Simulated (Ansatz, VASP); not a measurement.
## ZnS in VASP and in Ansatz

```
Zn S
1.0
     0.00000    2.81284    2.70465
     2.81284    0.00000    2.70465
     2.81284    2.81284    0.00000
Zn S
1 1
Direct
  0.00000 0.00000 0.00000
  0.75000 0.75000 0.75000
```

Change from the starting cell: x and y stretched by +4 %, z held, PAW files.

Alike in both runs: task electric field gradients; functional PBE; k mesh 9 × 9 × 9; occupations fermi-dirac, width 0.01 eV; no spin polarisation.

|  | VASP | Ansatz |
| --- | --- | --- |
| version | VASP 6.6.1 | Ansatz 0.2.0 |
| potentials or method | VASP PAW PBE potentials, release 64 (Zn, S) | PAW with Ansatz's default frozen-core files, scalar-relativistic |
| plane-wave cutoff (eV) | 520 | 420 |
| valence electrons in the cell | 18 | 18 |

Ansatz gave:

```
gap on the k mesh at the Fermi level (eV)                     : 1.68
pressure (GPa)                                                : -3.7
traceless stress, the component that is largest in VASP (GPa) : 1.04
size of Vzz on the site where it differs most (V/Å²)          : 6.8
```

Q: Which values does VASP return?

A: gap on the k mesh at the Fermi level (eV): 1.68; pressure (GPa): -3.5; traceless stress, the component that is largest in VASP (GPa): 1.03; size of Vzz on the site where it differs most (V/Å²): 6.4.
